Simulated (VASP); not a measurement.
Set up this calculation in VASP 6.6.1, as the native input.

```
Task                               : single point
Functional                         : HSE06
Potentials or basis                : VASP PAW PBE potentials, release 64 (K_sv, Mg, F)
Cutoff                             : 520 eV
k mesh                             : 4 × 4 × 4
Occupations                        : gaussian, width 0.01 eV
Spin                               : no spin polarisation
Dipole correction                  : no
Grid for exact exchange (PRECFOCK) : Fast
Further INCAR settings             : ALGO = Normal; EDIFF = 1e-07; NBANDS = 24
Share of exact exchange            : 0.25
Screening parameter                : 0.2079 1/Å
```

The system is KMgF3.

```
K Mg F
1.0
     4.03253    0.00000    0.00000
     0.00000    4.03253    0.00000
     0.00000    0.00000    4.03253
K Mg F
1 1 3
Direct
  0.50000 0.50000 0.50000
  0.00000 0.00000 0.00000
  0.50000 0.00000 0.00000
  0.00000 0.50000 0.00000
  0.00000 0.00000 0.50000
```

These files were run (other wordings do the same):

POSCAR

```
KMgF3
1.0
    4.0325305745      0.0000000000      0.0000000000
    0.0000000000      4.0325305745      0.0000000000
    0.0000000000      0.0000000000      4.0325305745
K Mg F
1 1 3
Direct
    0.5000000000      0.5000000000      0.5000000000
    0.0000000000      0.0000000000      0.0000000000
    0.5000000000      0.0000000000      0.0000000000
    0.0000000000      0.5000000000      0.0000000000
    0.0000000000      0.0000000000      0.5000000000
```

INCAR.step1

```
SYSTEM = KMgF3
PREC = Accurate ; ENCUT = 520
EDIFF = 1E-5 ; ISMEAR = 0
SIGMA = 0.01 ; LREAL = .FALSE.
LASPH = .TRUE. ; NELM = 100
ALGO = Normal ; ISIF = 2
LWAVE = .TRUE. ; LCHARG = .FALSE.
GGA = PE ; NBANDS = 24
```

INCAR.step2

```
SYSTEM = KMgF3
PREC = Accurate ; ENCUT = 520
EDIFF = 1E-7 ; ISMEAR = 0
SIGMA = 0.01 ; LREAL = .FALSE.
LASPH = .TRUE. ; NELM = 100
ALGO = Normal ; ISIF = 2
LWAVE = .FALSE. ; LCHARG = .FALSE.
GGA = PE ; LHFCALC = .TRUE.
HFSCREEN = 0.2079 ; PRECFOCK = Fast
ISTART = 1 ; NBANDS = 24
```

KPOINTS

```
regular mesh
0
G
  4 4 4
  0 0 0
```

Potentials or basis: VASP PAW PBE potentials, release 64 (K_sv, Mg, F).

Command:

```sh
$ cat potpaw_PBE.64/K_sv/POTCAR potpaw_PBE.64/Mg/POTCAR potpaw_PBE.64/F/POTCAR > POTCAR
$ cp INCAR.step1 INCAR
$ mpirun -np 1 vasp_std > vasp.out
$ cp INCAR.step2 INCAR
$ mpirun -np 1 vasp_std > vasp.out
```

Results of the run:

| Item | Value |
| --- | --- |
| Pressure | -1.6 GPa |
| Band gap on the k mesh | 9.26 eV (least direct gap 9.56 eV) |

Caveat: the PAW data sets were made with another functional, which shifts forces and pressure a little.

Run time: 25 min on 1 thread of AMD EPYC 7R43 64-Core Processor (Zen 3), on a shared host, peak memory 0.25 GiB.
